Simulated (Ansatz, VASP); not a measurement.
# One calculation of Ga, two programs

```
Ga
1.0
     2.23624   -3.81112   -0.00784
     2.27446    3.83368    0.03039
     0.02258    0.02258    4.51670
Ga
4
Direct
  0.15250 0.84750 0.07850
  0.65250 0.34750 0.42150
  0.84750 0.15250 0.92150
  0.34750 0.65250 0.57850
```

Change from the starting cell: equal xy, yz and zx shear strains of +1 %.

Alike in both runs: task single point; functional PBE; k mesh 9 × 9 × 8; occupations fermi-dirac, width 0.05 eV; no spin polarisation.

|  | VASP | Ansatz |
| --- | --- | --- |
| version | VASP 6.6.1 | Ansatz 0.2.0 |
| potentials or method | VASP PAW PBE potentials, release 64 (Ga_d), cutoff 520 eV | all-electron LAPW, scalar-relativistic |

Ansatz gave:

| Item | Value |
| --- | --- |
| pressure (GPa) | 2.3 |
| traceless stress, the component that is largest in VASP (GPa) | 1.60 |
| rms of the force components (eV/Å) | 0.251 |

Problem. What did VASP give for the same quantities?

Solution. Pressure (GPa): 2.4; traceless stress, the component that is largest in VASP (GPa): 1.64; rms of the force components (eV/Å): 0.251.

Atom by atom the forces differ by 0.000 eV/Å (rms over components). Ansatz ran all-electron here, and VASP with PAW potentials.
